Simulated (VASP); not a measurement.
The system is CO2.

```
CELL_PARAMETERS angstrom
-1.97473 1.97473 3.01406
1.97473 -1.97473 3.01406
1.97473 1.97473 -3.01406
ATOMIC_POSITIONS crystal
O 0.87500 0.95980 0.58480
O 0.37500 0.29020 0.41520
O 0.04020 0.62500 0.91520
O 0.70980 0.12500 0.08480
C 0.00000 0.00000 0.00000
C 0.75000 0.25000 0.50000
```

Base run:

| Quantity | Value |
| --- | --- |
| Program | VASP 6.6.1 |
| Functional | BLYP |
| Potentials or basis | VASP PAW PBE potentials, release 64 (O, C) |
| Cutoff | 520 eV |
| k mesh | 9 × 9 × 9 |
| Occupations | fermi-dirac, width 0.05 eV |
| Spin | no spin polarisation |

Its results: band gap on the k mesh 7.74 eV, indirect (least direct gap 8.15 eV); pressure 6.2 GPa; largest force 0.215 eV/Å.

Problem. After a change of settings the same cell gave: band gap on the k mesh 8.42 eV, indirect (least direct gap 8.83 eV); pressure -5.8 GPa; largest force 0.149 eV/Å. Which change was it?
A. functional from BLYP to PBEsol; k mesh from 9 × 9 × 9 to 8 × 8 × 8
B. functional from BLYP to PBE; occupations from fermi-dirac, width 0.05 eV to gaussian, width 0.014 eV
C. functional from BLYP to r2SCAN; further incar settings from ALGO = Normal; EDIFF = 1e-06; NBANDS = 25 to ALGO = Normal; EDIFF = 1e-07; NBANDS = 25

Solution. C.

Caveats: the PAW data sets were made with another functional, which shifts forces and pressure a little.
